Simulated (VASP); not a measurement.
Set up this calculation in VASP 6.6.1, as the native input.

```yaml
Task: single point
Functional: r2SCAN
Potentials_or_basis: VASP PAW PBE potentials, release 64 (Ga_d, P)
Cutoff: 520 eV
k_mesh: 8 × 8 × 8
Occupations: gaussian, width 0.01 eV
Spin: no spin polarisation
Dipole_correction: no
Further_INCAR_settings: ALGO = Normal; EDIFF = 1e-06; NBANDS = 16
```

The system is GaP.

```
CELL_PARAMETERS angstrom
0.00000 2.83442 2.83442
2.83442 0.00000 2.83442
2.83442 2.83442 0.00000
ATOMIC_POSITIONS crystal
Ga 0.00000 0.00000 0.00000
P 0.25000 0.25000 0.25000
```

This cell differs from its parent crystal: strain +4.0%.

One way to write it, as run:

POSCAR

```
GaP
1.0
    0.0000000000      2.8344152589      2.8344152589
    2.8344152589      0.0000000000      2.8344152589
    2.8344152589      2.8344152589      0.0000000000
Ga P
1 1
Direct
    0.0000000000      0.0000000000      0.0000000000
    0.2500000000      0.2500000000      0.2500000000
```

INCAR.step1

```
PREC     = Accurate       # precision mode
ENCUT    = 520            # plane-wave cutoff, eV
ISMEAR   = 0              # smearing method
SIGMA    = 0.01           # smearing width, eV
LREAL    = False          # projectors in reciprocal space
LASPH    = True           # aspherical terms in the spheres
NELM     = 80             # most SCF steps
NBANDS   = 16             # bands
GGA      = PE             # functional
ALGO     = Normal         # electronic algorithm
EDIFF    = 1E-4           # SCF threshold, eV
LWAVE    = True           # write WAVECAR
LCHARG   = False          # write CHGCAR
```

INCAR.step2

```
PREC     = Accurate       # precision mode
ENCUT    = 520            # plane-wave cutoff, eV
EDIFF    = 1E-6           # SCF threshold, eV
ISMEAR   = 0              # smearing method
SIGMA    = 0.01           # smearing width, eV
LREAL    = False          # projectors in reciprocal space
LASPH    = True           # aspherical terms in the spheres
NELM     = 80             # most SCF steps
ALGO     = Normal         # electronic algorithm
ISIF     = 2              # what is computed and relaxed
LWAVE    = False          # write WAVECAR
LCHARG   = False          # write CHGCAR
METAGGA  = R2SCAN         # meta-GGA
LMIXTAU  = True         
NBANDS   = 16             # bands
ISTART   = 1
```

KPOINTS

```
Automatic mesh
0
Gamma
  8 8 8
```

Potentials or basis: VASP PAW PBE potentials, release 64 (Ga_d, P).

Launch:

```bash
$ cat potpaw_PBE.64/Ga_d/POTCAR potpaw_PBE.64/P/POTCAR > POTCAR
$ cp INCAR.step1 INCAR
$ mpirun -np 1 vasp_std > vasp.out
$ cp INCAR.step2 INCAR
$ mpirun -np 1 vasp_std > vasp.out
```

It gave:

The pressure is -7.9 GPa. The band gap on the k mesh is 1.34 eV.

Caveat: the cell differs from its parent crystal (strain +4.0%); the cell stands under tension; the PAW data sets were made with another functional, which shifts forces and pressure a little.

Run time: 52 s on 1 thread of Intel(R) Xeon(R) Platinum 8488C (Sapphire Rapids), on a shared host, peak memory 0.18 GiB.
